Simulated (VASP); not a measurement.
Wanted: the native input for a VASP 6.6.1 run.

| Quantity | Value |
| --- | --- |
| Task | single point |
| Functional | PBE |
| Potentials or basis | VASP PAW PBE potentials, release 64 (Pb_d, Se) |
| Cutoff | 520 eV |
| k mesh | 4 × 4 × 4 |
| Occupations | gaussian, width 0.1 eV |
| Spin | no spin polarisation |
| Dipole correction | no |
| Further INCAR settings | ALGO = Normal; EDIFF = 1e-06; NBANDS = 28 |

The structure of PbSe lies in POSCAR:

```
PbSe
1.0
    5.3410007274      0.0000000000      0.0000000000
    0.0000000000      5.3410007274      0.0000000000
    0.0000000000      0.0000000000      4.3151861771
Pb Se
2 2
Direct
    0.5000000000      0.0000000000      0.6898737660
    0.0000000000      0.5000000000      0.3101262340
    0.0000000000      0.0000000000      0.0000000000
    0.5000000000      0.5000000000      0.0000000000
```

This cell differs from its parent crystal: atoms taken out.

One way to write it, as run:

INCAR

```
PREC = Accurate
ENCUT = 520
EDIFF = 1E-6
ISMEAR = 0
SIGMA = 0.1
LREAL = False
LASPH = True
NELM = 100
ALGO = Normal
ISIF = 2
LWAVE = False
LCHARG = False
GGA = PE
NBANDS = 28
```

KPOINTS

```
regular mesh
0
Gamma
  4 4 4
```

Potentials or basis: VASP PAW PBE potentials, release 64 (Pb_d, Se).

Command:

```console
$ cat potpaw_PBE.64/Pb_d/POTCAR potpaw_PBE.64/Se/POTCAR > POTCAR
$ mpirun -np 1 vasp_std > vasp.out
```

It gave:

The pressure is 0.0 GPa. The largest force is 0.019 eV/Å. The band gap on the k mesh is 0.83 eV (least direct gap 0.92 eV).

Caveat: the cell differs from its parent crystal (atoms taken out); spin-orbit coupling is left out, which moves the levels of the heavy elements.

Run time: 73 s on 1 thread of Intel Xeon 8259CL (shared host), peak memory 0.24 GiB.
